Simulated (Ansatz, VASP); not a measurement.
## Two plane-wave programs on BaTe

Contents of POSCAR:

```
BaTe
1.0
    0.0000000000      3.4970629662      3.4970629662
    3.4970629662      0.0000000000      3.4970629662
    3.4970629662      3.4970629662      0.0000000000
Ba Te
1 1
Direct
    0.0000000000      0.0000000000      0.0000000000
    0.5000000000      0.5000000000      0.5000000000
```

INCAR.step1

```
ALGO = Normal ; EDIFF = 1E-4
ENCUT = 520 ; GGA = PE
ISMEAR = 0 ; LASPH = True
LCHARG = False ; LREAL = False
LWAVE = True ; NBANDS = 15
NELM = 60 ; PREC = Accurate
SIGMA = 0.01
```

The input INCAR.step2:

```
ALGO = Normal ; EDIFF = 1E-6
ENCUT = 520 ; ISIF = 2
ISMEAR = 0 ; ISTART = 1
LASPH = True ; LCHARG = True
LELF = True ; LMIXTAU = True
LREAL = False ; LVHAR = True
LWAVE = False ; METAGGA = R2SCAN
NBANDS = 15 ; NELM = 60
PREC = Accurate ; SIGMA = 0.01
```

The input KPOINTS:

```
k-points
0
Gamma
  6 6 6
```

Input for Ansatz:

```yaml
crystal:
  lattice:
    - [0.0, 3.4970629662, 3.4970629662]
    - [3.4970629662, 0.0, 3.4970629662]
    - [3.4970629662, 3.4970629662, 0.0]
  atoms:
    - { symbol: Ba, position: [0.0, 0.0, 0.0] }
    - { symbol: Te, position: [0.5, 0.5, 0.5] }
kpoints:
  mp_grid: { grid: [6, 6, 6] }
  band_path:
    path:
      - [0.0, 0.0, 0.0]
      - [0.5, 0.0, 0.5]
      - [0.625, 0.25, 0.625]
      - [0.375, 0.375, 0.75]
      - [0.5, 0.5, 0.5]
      - [0.5, 0.25, 0.75]
      - [0.0, 0.5, 0.5]
    npoints: 1
hamiltonian:
  xc: r2scan
scf:
  occupations: { method: fixed }
  n_extra_bands: 4
output:
  forces: true
  stress: true
  eigenvalues: true
  write_density: true
  write_potential: true
  elf: true
  volumetric_format: npy
```

Change from the starting cell: hydrostatic strain -1.0%.

Alike in both runs: task single point; functional r2SCAN; k mesh 6 × 6 × 6; no spin polarisation.

|  | VASP | Ansatz |
| --- | --- | --- |
| version | VASP 6.6.1 | Ansatz 0.2.0 |
| potentials or method | VASP PAW PBE potentials, release 64 (Ba_sv, Te) | plane waves, PAW |
| plane-wave cutoff (eV) | 520 | 500 |
| occupations | gaussian, width 0.01 eV | fixed |
| valence electrons in the cell | 16 | 26 |

VASP gave:

* gap on the k mesh at the Fermi level (eV): 1.87
* pressure (GPa): 1.3

Q: Estimate Ansatz's values.

A: gap on the k mesh at the Fermi level (eV): 1.95; pressure (GPa): 1.0.

VASP's potentials were made for PBE, not for r2SCAN. VASP's potentials hold 16 valence electrons a cell and Ansatz's 26, so a difference there can come from the potentials and not from the codes.

Spin-orbit coupling is off throughout.
